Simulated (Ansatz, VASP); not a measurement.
**Al in VASP and in Ansatz**

File INCAR:

```
SYSTEM = Al
ALGO     = Fast           ! electronic algorithm
EDIFF    = 1E-6           ! SCF threshold, eV
ENCUT    = 520            ! plane-wave cutoff, eV
GGA      = PE             ! functional
ISIF     = 2              ! what is computed and relaxed
ISMEAR   = 0              ! smearing method
LASPH    = .TRUE.         ! aspherical terms in the spheres
LCHARG   = .FALSE.        ! write CHGCAR
LREAL    = .FALSE.        ! projectors in reciprocal space
LWAVE    = .FALSE.        ! write WAVECAR
NBANDS   = 8              ! bands
NELM     = 100            ! most SCF steps
PREC     = Accurate       ! precision mode
SIGMA    = 0.15           ! smearing width, eV
```

The input KPOINTS:

```
k-points
0
G
  20 20 20
  0 0 0
```

The input POSCAR:

```
Al
1.0
    0.0000000000      2.1251790000      2.1251790000
    2.1251790000      0.0000000000      2.1251790000
    2.1251790000      2.1251790000      0.0000000000
Al
1
Direct
    0.0000000000      0.0000000000      0.0000000000
```

Input for Ansatz:

```yaml
crystal:
  lattice:
    - [0.0, 2.125179, 2.125179]
    - [2.125179, 0.0, 2.125179]
    - [2.125179, 2.125179, 0.0]
  atoms:
    - { symbol: Al, position: [0.0, 0.0, 0.0] }
basis:
  ecutwfc: 420
kpoints:
  mp_grid: { grid: [20, 20, 20] }
hamiltonian:
  xc: pbe
scf:
  occupations: { method: gaussian, width: 0.15 }
output:
  forces: true
  stress: true
  eigenvalues: true
```

Change from the starting cell: strain +0.050 along x and y, +0.050 along z, atoms carried along.

Alike in both runs: task single point; functional PBE; k mesh 20 × 20 × 20; occupations gaussian, width 0.15 eV; no spin polarisation.

|  | VASP | Ansatz |
| --- | --- | --- |
| version | VASP 6.6.1 | Ansatz 0.2.0 |
| potentials or method | VASP PAW PBE potentials, release 64 (Al), cutoff 520 eV | scalar-relativistic, plane waves, PAW |
| valence electrons in the cell | 3 | 3 |

Ansatz gave:

```
gap on the k mesh at the Fermi level (eV) : none
pressure (GPa)                            : -8.1
```

**Question.** What did VASP give for the same quantities?

**Answer.** gap on the k mesh at the Fermi level (eV): none; pressure (GPa): -8.2.

A gap of «none» marks a metal or a gap that the smearing closes.
